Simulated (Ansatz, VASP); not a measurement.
# One calculation of Sn2Ir, two programs

File INCAR:

```
SYSTEM = Sn2Ir
  PREC = Accurate
  ENCUT = 520
  EDIFF = 1E-8
  ISMEAR = -1
  SIGMA = 0.03
  LREAL = .False.
  LASPH = .True.
  NELM = 60
  ALGO = Normal
  ISIF = 2
  LWAVE = .False.
  LCHARG = .False.
  LEFG = .True.
  NBANDS = 26
```

Contents of KPOINTS:

```
regular mesh
0
Gamma
  10 10 10
  0 0 0
```

The input POSCAR:

```
Sn2Ir
1.0
    0.0000000000      3.1690000000      3.1690000000
    3.1690000000      0.0000000000      3.1690000000
    3.1690000000      3.1690000000      0.0000000000
Sn Ir
2 1
Direct
    0.2500000000      0.2500000000      0.2500000000
    0.7500000000      0.7500000000      0.7500000000
    0.0000000000      0.0000000000      0.0000000000
```

Input for Ansatz:

```yaml
crystal:
  lattice:
    - [0.0, 3.169, 3.169]
    - [3.169, 0.0, 3.169]
    - [3.169, 3.169, 0.0]
  atoms:
    - { symbol: Sn, position: [0.25, 0.25, 0.25] }
    - { symbol: Sn, position: [0.75, 0.75, 0.75] }
    - { symbol: Ir, position: [0.0, 0.0, 0.0] }
kpoints:
  mp_grid: { grid: [10, 10, 10] }
  band_path:
    path:
      - [0.0, 0.0, 0.0]
      - [0.5, 0.0, 0.5]
      - [0.625, 0.25, 0.625]
      - [0.375, 0.375, 0.75]
      - [0.0, 0.0, 0.0]
      - [0.5, 0.5, 0.5]
      - [0.5, 0.25, 0.75]
      - [0.5, 0.0, 0.5]
    npoints: 8
scf:
  occupations: { method: fermi_dirac, width: 0.03 }
hamiltonian:
  xc: lda
  pseudopotentials: { kind: all_electron, datasets: crystal }
output:
  forces: true
  stress: true
  eigenvalues: true
  efg: { contact_densities: true }
```

Alike in both runs: task electric field gradients; functional LDA; k mesh 10 × 10 × 10; occupations fermi-dirac, width 0.03 eV; no spin polarisation.

|  | VASP | Ansatz |
| --- | --- | --- |
| version | VASP 6.6.1 | Ansatz 0.2.0 |
| potentials or method | VASP PAW LDA potentials, release 64 (Sn_d, Ir), cutoff 520 eV | all-electron PAW with datasets made for the crystal, scalar-relativistic |

VASP gave:

* pressure (GPa): -1.8

**Question.** What did Ansatz give for the same quantities?

**Answer.** Pressure (GPa): -2.1.

LDA's correlation is that of Perdew and Zunger in VASP and of Perdew and Wang (1992) in Ansatz. Ansatz ran all-electron here, and VASP with PAW potentials.

Neither program's run includes spin-orbit coupling.
